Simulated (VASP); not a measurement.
# SnGeTe3 (P4mm) in VASP: a series of runs

Runs on SnGeTe3. Level: PBE. Tasks: single point, relaxation of cell and atoms.

All numbers are computed with VASP 6.6.1; they aren't measurements. Logs are shortened: lines on timing, memory, paths and dates and some standing lists are left out, and cuts for length are marked.

### Step 1. The cell of the first run

It takes space group P4mm (No. 99, tetragonal). Conventional cell: a = 5.179 Å, b = 5.179 Å, c = 5.172 Å, α = 90.00°, β = 90.00°, γ = 90.00°. Within 4.8 Å of Sn (site symmetry 4mm) lie 12 Te at 3.62 to 3.70 Å and 8 Ge at 4.45 to 4.52 Å. Within 3.4 Å of Ge (site symmetry 4mm) lie 6 Te at 2.59 Å. Within 3.4 Å of Te (site symmetry 2mm) lie 2 Ge at 2.59 Å. Within 3.4 Å of Te (site symmetry 4mm) lie 2 Ge at 2.59 Å.

The cell was built from a structure type or drawn by symmetry, and may not be a known phase.

### Step 2. Single point, PBE

The input, INCAR:

```
PREC = Accurate
ENCUT = 520
EDIFF = 1E-7
ISMEAR = 0
SIGMA = 0.1
LREAL = F
LASPH = T
NELM = 60
ALGO = Normal
ISIF = 2
LWAVE = F
LCHARG = F
GGA = PE
NBANDS = 31
```

The input, KPOINTS:

```
regular mesh
0
Gamma
  4 4 4
```

The input, POSCAR:

```
SnGeTe3
1.0
    5.1793830700      0.0000000000      0.0000000000
    0.0000000000      5.1793830700      0.0000000000
    0.0000000000      0.0000000000      5.1717832600
Sn Ge Te
1 1 3
Direct
    0.0000000000      0.0000000000      0.9967579800
    0.5000000000      0.5000000000      0.4850699900
    0.5000000000      0.0000000000      0.4853650000
    0.5000000000      0.5000000000      0.9850419800
    0.0000000000      0.5000000000      0.4853650000
```

Potentials or basis: VASP PAW PBE potentials, release 64 (Sn_d, Ge_d, Te).

The run is started by

```console
> cat potpaw_PBE.64/Sn_d/POTCAR potpaw_PBE.64/Ge_d/POTCAR potpaw_PBE.64/Te/POTCAR > POTCAR
> mpirun -np 1 vasp_std > vasp.out
```

OUTCAR:

```text
PREC = Accurate
   ENCUT = 520
   EDIFF = 1E-7
   ISMEAR = 0
   LREAL = F
   LASPH = T
   NELM = 60
   ISIF = 2
   GGA = PE

 ion  position               nearest neighbor table
   1  0.000  0.000  0.997-   3 3.62   5 3.62   5 3.62   3 3.62   4 3.66   4 3.66   4 3.66   4 3.66
                             3 3.70   5 3.70   3 3.70   5 3.70
   2  0.500  0.500  0.485-   4 2.59   4 2.59   5 2.59   3 2.59   3 2.59   5 2.59
   3  0.500  0.000  0.485-   2 2.59   2 2.59   1 3.62   1 3.62   4 3.66   4 3.66   4 3.66   4 3.66
                             5 3.66   5 3.66   5 3.66   5 3.66   1 3.70   1 3.70
   4  0.500  0.500  0.985-   2 2.59   2 2.59   3 3.66   5 3.66   3 3.66   5 3.66   3 3.66   5 3.66
                             5 3.66   3 3.66   1 3.66   1 3.66   1 3.66   1 3.66
   5  0.000  0.500  0.485-   2 2.59   2 2.59   1 3.62   1 3.62   4 3.66   4 3.66   4 3.66   4 3.66
                             3 3.66   3 3.66   3 3.66   3 3.66   1 3.70   1 3.70

  LATTYP: Found a simple tetragonal cell.
 ALAT       =     5.1793830700
 C/A-ratio  =     0.9985326805

  Lattice vectors:

 A1 = (   5.1793830700,   0.0000000000,   0.0000000000)
 A2 = (   0.0000000000,   5.1793830700,   0.0000000000)
 A3 = (   0.0000000000,   0.0000000000,   5.1717832600)

Analysis of symmetry for initial positions (statically):
=====================================================================
 Subroutine PRICEL returns:
 Original cell was already a primitive cell.

 Routine SETGRP: Setting up the symmetry group for a
 simple tetragonal supercell.

 Subroutine GETGRP returns: Found  8 space group operations
 (whereof  8 operations were pure point group operations)
 out of a pool of 16 trial point group operations.

The static configuration has the point symmetry C_4v.

Analysis of symmetry for dynamics (positions and initial velocities):
=====================================================================
 Subroutine PRICEL returns:
 Original cell was already a primitive cell.

 Routine SETGRP: Setting up the symmetry group for a
 simple tetragonal supercell.

 Subroutine GETGRP returns: Found  8 space group operations
 (whereof  8 operations were pure point group operations)
 out of a pool of 16 trial point group operations.

The dynamic configuration has the point symmetry C_4v.

 Subroutine INISYM returns: Found  8 space group operations
 (whereof  8 operations are pure point group operations),
 and found     1 'primitive' translations

[... 94 lines left out ...]
   LREAL  =      F    real-space projection
   EDIFFG = 0.1E-05   stopping-criterion for IOM
   NSW    =      0    number of steps for IOM
   IBRION =     -1    ionic relax: 0-MD 1-quasi-New 2-CG
   NFREE  =      0    steps in history (QN), initial steepest desc. (CG)
   ISIF   =      2    stress and relaxation
   ISYM   =      2    0-nonsym 1-usesym 2-fastsym
   POTIM  = 0.5000    time-step for ionic-motion
   TEBEG  =    0.0;   TEEND  =   0.0 temperature during run
   PSTRESS=    0.0 pullay stress
   NELECT =      46.0000    total number of electrons
   NUPDOWN=      -1.0000    fix difference up-down
   EMIN   =  10.00;   EMAX   =-10.00  energy-range for DOS
   EFERMI =   0.00;   METHOD = LEGACY
   ISMEAR =     0;   SIGMA  =   0.10  broadening in eV -4-tet -1-fermi 0-gaus
   EFERMI_NEDOS =   21; number of points for ismear=-14 and -15
   IALGO  =     38    algorithm
   IMIX   =      4    mixing-type and parameters
     AMIX     =   0.40;   BMIX     =  1.00
     AMIX_MAG =   1.60;   BMIX_MAG =  1.00
  volume/ion in A,a.u.               =      27.75       187.25
  Fermi-wavevector in a.u.,A,eV,Ry     =   1.133084  2.141218 17.468229  1.283879
  Thomas-Fermi vector in A             =   2.269786
   LORBIT       =      0    0 simple, 1 ext, 2 COOP (PROOUT), +10 PAW based schemes
   GGA     = PE    functional components
   LHFCALC =     F    Hartree Fock is set to
   AEXX    =    0.0000 exact exchange contribution
   IVDW    =     0    specifies the selected vdW correction
   LEPSILON=     F    determine dielectric tensor
   LRPA    =     F    only Hartree local field effects (RPA)
 non-spin polarized calculation
 Gauss-broadening in eV      SIGMA  =   0.10
  energy-cutoff  :      520.00
  volume of cell :      138.74
 maximum number of plane-waves:      3767
 NGX is ok and might be reduce to    40
   NGX = 19   NGY = 19   NGZ = 19

 number of electron      46.0000003 magnetization

 Free energy of the ion-electron system (eV)
  ---------------------------------------------------
  ext. energy  EPLUGINS =         0.00000000
  ---------------------------------------------------
  free energy    TOTEN  =       -15.55171157 eV

  energy without entropy =      -15.53361296  energy(sigma->0) =      -15.54266226

 E-fermi :   6.9223     XC(G=0):  -9.8932

 val. band max:        6.9014068048   @ k =   0.5000   0.2500   0.2500
 cond. band min:       7.0701712343   @ k =   0.5000   0.2500   0.2500
 fundamental gap:      0.1687644295
 Fermi energy:         6.9223296807

 k-point     1 :       0.0000    0.0000    0.0000
  band No.  band energies     occupation
      1     -18.3810      2.00000
      2     -18.3801      2.00000
      3     -18.3292      2.00000
      4     -18.3292      2.00000
      5     -18.3289      2.00000
      6     -14.9864      2.00000
[... 601 lines left out ...]
     30      10.0449      0.00000
     31      13.5090      0.00000

------------------------ aborting loop because EDIFF is reached ----------------------------------------

  FORCE on cell =-STRESS in cart. coord.  units (eV):
  Direction    XX          YY          ZZ          XY          YZ          ZX
  --------------------------------------------------------------------------------------
  -------------------------------------------------------------------------------------
  Total        7.8508038      7.8508038      7.9472845      0.0000000      0.0000000      0.0000000
  in kB       90.6626320     90.6626320     91.7768105      0.0000000      0.0000000      0.0000000
  external PRESSURE =      91.0340249 kB  Pullay stress =       0.0000000 kB

 VOLUME and BASIS-vectors are now :
 -----------------------------------------------------------------------------
  energy-cutoff  :      520.00
  volume of cell :      138.74
      direct lattice vectors                 reciprocal lattice vectors
     5.179383070  0.000000000  0.000000000     0.193073188  0.000000000  0.000000000
     0.000000000  5.179383070  0.000000000     0.000000000  0.193073188  0.000000000
     0.000000000  0.000000000  5.171783260     0.000000000  0.000000000  0.193356904

 POSITION                                       TOTAL-FORCE (eV/Angst)
 -----------------------------------------------------------------------------------
      0.00000      0.00000      5.15502         0.000000      0.000000      0.128185
      2.58969      2.58969      2.50868         0.000000     -0.000000      0.009084
      2.58969      0.00000      2.51020         0.000000      0.000000     -0.064918
      2.58969      2.58969      5.09442         0.000000      0.000000     -0.007433
      0.00000      2.58969      2.51020         0.000000      0.000000     -0.064918
 -----------------------------------------------------------------------------------
    total drift:                               -0.000000     -0.000000      0.000007

  FREE ENERGIE OF THE ION-ELECTRON SYSTEM (eV)
  ---------------------------------------------------
  free  energy   TOTEN  =       -15.5517115652 eV

  energy  without entropy=      -15.5336129642  energy(sigma->0) =      -15.54266226
```

OSZICAR:

```text
N       E                     dE             d eps       ncg     rms          rms(c)
DAV:   1     0.409480041890E+03    0.40948E+03   -0.20555E+04  1306   0.220E+03
DAV:   2     0.488775238060E+02   -0.36060E+03   -0.34617E+03  1147   0.649E+02
DAV:   3    -0.123664330648E+02   -0.61244E+02   -0.59173E+02  1379   0.162E+02
DAV:   4    -0.157224656122E+02   -0.33560E+01   -0.33431E+01  1277   0.437E+01
DAV:   5    -0.158363726062E+02   -0.11391E+00   -0.11389E+00  1513   0.829E+00    0.114E+01
DAV:   6    -0.155664466174E+02    0.26993E+00   -0.30612E-01  1335   0.375E+00    0.717E+00
DAV:   7    -0.155586943901E+02    0.77522E-02   -0.16319E-01  1366   0.183E+00    0.121E+00
DAV:   8    -0.155527504172E+02    0.59440E-02   -0.45665E-02  1285   0.136E+00    0.402E-01
DAV:   9    -0.155517597042E+02    0.99071E-03   -0.48348E-03  1355   0.498E-01    0.115E-01
DAV:  10    -0.155517338419E+02    0.25862E-04   -0.52399E-04  1428   0.116E-01    0.590E-02
DAV:  11    -0.155517140567E+02    0.19785E-04   -0.11828E-04  1451   0.685E-02    0.315E-02
DAV:  12    -0.155517166547E+02   -0.25980E-05   -0.22585E-05  1256   0.190E-02    0.228E-02
DAV:  13    -0.155517118176E+02    0.48371E-05   -0.38859E-06  1427   0.147E-02    0.589E-03
DAV:  14    -0.155517114828E+02    0.33486E-06   -0.19126E-06  1312   0.722E-03    0.624E-04
DAV:  15    -0.155517115652E+02   -0.82407E-07   -0.16141E-07  1100   0.161E-03
   1 F= -.15551712E+02 E0= -.15542662E+02  d E =-.180986E-01
```

stdout:

```text
POSCAR found type information on POSCAR SnGeTe
 POSCAR found :  3 types and       5 ions
 scaLAPACK will be used
 LDA part: xc-table for (Slater+PW92), standard interpolation
 POSCAR, INCAR and KPOINTS ok, starting setup
 FFT: planning ... GRIDC
 FFT: planning ... GRID_SOFT
 FFT: planning ... GRID
 WAVECAR not read
 entering main loop
```

It took 38 s on 1 thread of Intel Xeon 6975P-C (Granite Rapids), shared host; peak memory 0.28 GiB.

What came out:

```
Free energy            : -15.5517 eV
Pressure               : 9.1 GPa
Largest force          : 0.128 eV/Å
Band gap on the k mesh : zero (bands 23 and 24 overlap by 1.96 eV)
```

Forces on the atoms (eV/Å):
```
Sn   0.000  0.000  0.128
Ge   0.000  0.000  0.009
Te   0.000  0.000 -0.065
Te   0.000  0.000 -0.007
Te   0.000  0.000 -0.065
```

Stress tensor (GPa, compression positive):
```
9.07 0.00 0.00
0.00 9.07 0.00
0.00 0.00 9.18
```

Caveat: the cell stands under pressure; spin-orbit coupling is left out, which moves the levels of the heavy elements.

### Step 3. Relaxation of cell and atoms, PBE

The input, INCAR:

```
SYSTEM = SnGeTe3
PREC = Accurate
ENCUT = 600
EDIFF = 1E-6
ISMEAR = 0
SIGMA = 0.1
LREAL = .False.
LASPH = .True.
NELM = 60
ALGO = Normal
ISIF = 3
LWAVE = .False.
LCHARG = .False.
GGA = PE
IBRION = 2
NSW = 90
EDIFFG = -0.04
```

The input, KPOINTS:

```
Automatic mesh
0
Gamma
  4 4 4
  0 0 0
```

POSCAR is that of step 2.

Potentials or basis: VASP PAW PBE potentials, release 64 (Sn_d, Ge_d, Te).

The run is started by

```console
> cat potpaw_PBE.64/Sn_d/POTCAR potpaw_PBE.64/Ge_d/POTCAR potpaw_PBE.64/Te/POTCAR > POTCAR
> mpirun -np 1 vasp_std > vasp.out
```

OUTCAR:

```text
SYSTEM = SnGeTe3
   PREC = Accurate
   ENCUT = 600
   EDIFF = 1E-6
   ISMEAR = 0
   LREAL = .False.
   LASPH = .True.
   NELM = 60
   ISIF = 3
   GGA = PE
   IBRION = 2
   NSW = 90
   EDIFFG = -0.04

 ion  position               nearest neighbor table
   1  0.000  0.000  0.997-   3 3.62   5 3.62   5 3.62   3 3.62   4 3.66   4 3.66   4 3.66   4 3.66
                             3 3.70   5 3.70   3 3.70   5 3.70
   2  0.500  0.500  0.485-   4 2.59   4 2.59   5 2.59   3 2.59   3 2.59   5 2.59
   3  0.500  0.000  0.485-   2 2.59   2 2.59   1 3.62   1 3.62   4 3.66   4 3.66   4 3.66   4 3.66
                             5 3.66   5 3.66   5 3.66   5 3.66   1 3.70   1 3.70
   4  0.500  0.500  0.985-   2 2.59   2 2.59   3 3.66   5 3.66   3 3.66   5 3.66   3 3.66   5 3.66
                             5 3.66   3 3.66   1 3.66   1 3.66   1 3.66   1 3.66
   5  0.000  0.500  0.485-   2 2.59   2 2.59   1 3.62   1 3.62   4 3.66   4 3.66   4 3.66   4 3.66
                             3 3.66   3 3.66   3 3.66   3 3.66   1 3.70   1 3.70

  LATTYP: Found a simple tetragonal cell.
 ALAT       =     5.1793830700
 C/A-ratio  =     0.9985326805

  Lattice vectors:

 A1 = (   5.1793830700,   0.0000000000,   0.0000000000)
 A2 = (   0.0000000000,   5.1793830700,   0.0000000000)
 A3 = (   0.0000000000,   0.0000000000,   5.1717832600)

Analysis of symmetry for initial positions (statically):
=====================================================================
 Subroutine PRICEL returns:
 Original cell was already a primitive cell.

 Routine SETGRP: Setting up the symmetry group for a
 simple tetragonal supercell.
[... 278 lines left out ...]
  ---------------------------------------------------
  free  energy   TOTEN  =       -16.1339271116 eV

  energy  without entropy=      -16.1149187657  energy(sigma->0) =      -16.12442294

 E-fermi :   4.7991     XC(G=0):  -8.8821

 val. band max:        4.7786265058   @ k =   0.2500   0.2500   0.0000
 cond. band min:       4.8154043758   @ k =   0.2500   0.2500   0.2500
 fundamental gap:      0.0367778700
 Fermi energy:         4.7990667859

 k-point     1 :       0.0000    0.0000    0.0000
  band No.  band energies     occupation
      1     -20.1202      2.00000
      2     -20.1182      2.00000
      3     -20.0991      2.00000
      4     -20.0991      2.00000
      5     -20.0969      2.00000
      6     -16.5833      2.00000
[... 529 lines left out ...]
     26       6.3332      0.00000
     27       6.9340      0.00000

[... ionic steps 4 to 39 ...]

--------------------------------------- Ionic step       40  -------------------------------------------

 number of electron      45.9999991 magnetization

------------------------ aborting loop because EDIFF is reached ----------------------------------------
[... 73 lines left out ...]
--------------------------------------- Ionic step       42  -------------------------------------------

 number of electron      45.9999990 magnetization

 Free energy of the ion-electron system (eV)
  ---------------------------------------------------
  ext. energy  EPLUGINS =         0.00000000
  ---------------------------------------------------
  free energy    TOTEN  =       -17.48023339 eV

  energy without entropy =      -17.46334284  energy(sigma->0) =      -17.47178812

 E-fermi :   4.2418     XC(G=0):  -8.6021

 val. band max:        4.2300421021   @ k =   0.5000   0.5000   0.5000
 cond. band min:       4.3376626123   @ k =   0.2500   0.0000   0.2500
 fundamental gap:      0.1076205103
 Fermi energy:         4.2418185394

 k-point     1 :       0.0000    0.0000    0.0000
  band No.  band energies     occupation
      1     -20.5563      2.00000
      2     -20.5450      2.00000
      3     -20.5281      2.00000
      4     -20.5225      2.00000
      5     -20.5225      2.00000
      6     -17.1182      2.00000
[... 561 lines left out ...]
  FREE ENERGIE OF THE ION-ELECTRON SYSTEM (eV)
  ---------------------------------------------------
  free  energy   TOTEN  =       -17.4802333891 eV

  energy  without entropy=      -17.4633428445  energy(sigma->0) =      -17.47178812

 reached required accuracy - stopping structural energy minimisation
```

Wall time 16 min (1 thread of Intel Xeon 6975P-C (Granite Rapids), shared host); peak memory 0.33 GiB.

Results:

```yaml
Free_energy: -17.4802 eV
Relaxed_volume: 35.33 Å³/atom
Relaxed_cell: a = 5.240 Å, b = 5.240 Å, c = 6.433 Å, α = 90.00°, β = 90.00°, γ = 90.00°
Space_group_after_relaxing_to_0.1_Å: P4mm (No. 99)
Energy_gained_by_relaxing: 385.7 meV/atom
Ionic_steps: 42
Pressure_after_relaxing: 0.0 GPa
Largest_force_after_relaxing: 0.038 eV/Å
Band_gap_on_the_k_mesh: zero (bands 23 and 24 overlap by 1.40 eV)
```

Forces on the atoms (eV/Å):
```
Sn   0.000  0.000 -0.020
Ge   0.000  0.000 -0.038
Te   0.000  0.000  0.016
Te   0.000  0.000  0.026
Te   0.000  0.000  0.016
```

The path:
| step | energy change (eV) | largest force (eV/Å) | pressure (GPa) | volume (Å³) |
| --- | --- | --- | --- | --- |
| 1 | 0.0000 | 0.1288 | 9.11 | 138.74 |
| 3 | -0.5821 | 0.1921 | 0.02 | 162.24 |
| 5 | -0.5850 | 0.2279 | -0.08 | 162.76 |
| 7 | -0.6329 | 0.5373 | -0.06 | 162.94 |
| 9 | -1.0883 | 0.9881 | 0.52 | 163.70 |
| 11 | -1.4241 | 0.9534 | 1.99 | 164.41 |
| 13 | -1.4272 | 0.9767 | 2.19 | 164.51 |
| 15 | -1.4312 | 0.9836 | 2.23 | 164.84 |
| 17 | -1.4370 | 0.9855 | 2.26 | 165.45 |
| 19 | -1.4670 | 0.9547 | 1.83 | 167.10 |
| 21 | -1.5457 | 0.8596 | 0.32 | 173.84 |
| 23 | -1.5683 | 0.7988 | -0.84 | 180.40 |
| 25 | -1.6647 | 0.7111 | -0.78 | 181.04 |
| 27 | -1.6541 | 2.1637 | 0.79 | 183.19 |
| 29 | -1.8344 | 0.4669 | -0.15 | 181.90 |
| 31 | -1.8856 | 0.4541 | 0.27 | 180.36 |
| 33 | -1.8997 | 0.1802 | -0.57 | 183.34 |
| 35 | -1.9185 | 0.1493 | -0.31 | 179.94 |
| 37 | -1.9206 | 0.2083 | -0.12 | 178.35 |
| 39 | -1.9247 | 0.0689 | 0.16 | 176.46 |
| 41 | -1.9281 | 0.0256 | -0.09 | 177.28 |
| 42 | -1.9284 | 0.0381 | 0.01 | 176.67 |

Final structure:
```yaml
crystal:
  lattice:
    - [5.24046, 0.00000, 0.00000]
    - [0.00000, 5.24046, 0.00000]
    - [0.00000, 0.00000, 6.43315]
  atoms:
    - { symbol: Sn, position: [0.00000, 0.00000, 0.12510] }
    - { symbol: Ge, position: [0.50000, 0.50000, 0.56459] }
    - { symbol: Te, position: [0.50000, 0.00000, 0.39030] }
    - { symbol: Te, position: [0.50000, 0.50000, 0.96730] }
    - { symbol: Te, position: [0.00000, 0.50000, 0.39030] }
```

Caveat: the volume moved by over 15 % at a fixed basis, so the end points are rough; spin-orbit coupling is left out, which moves the levels of the heavy elements.
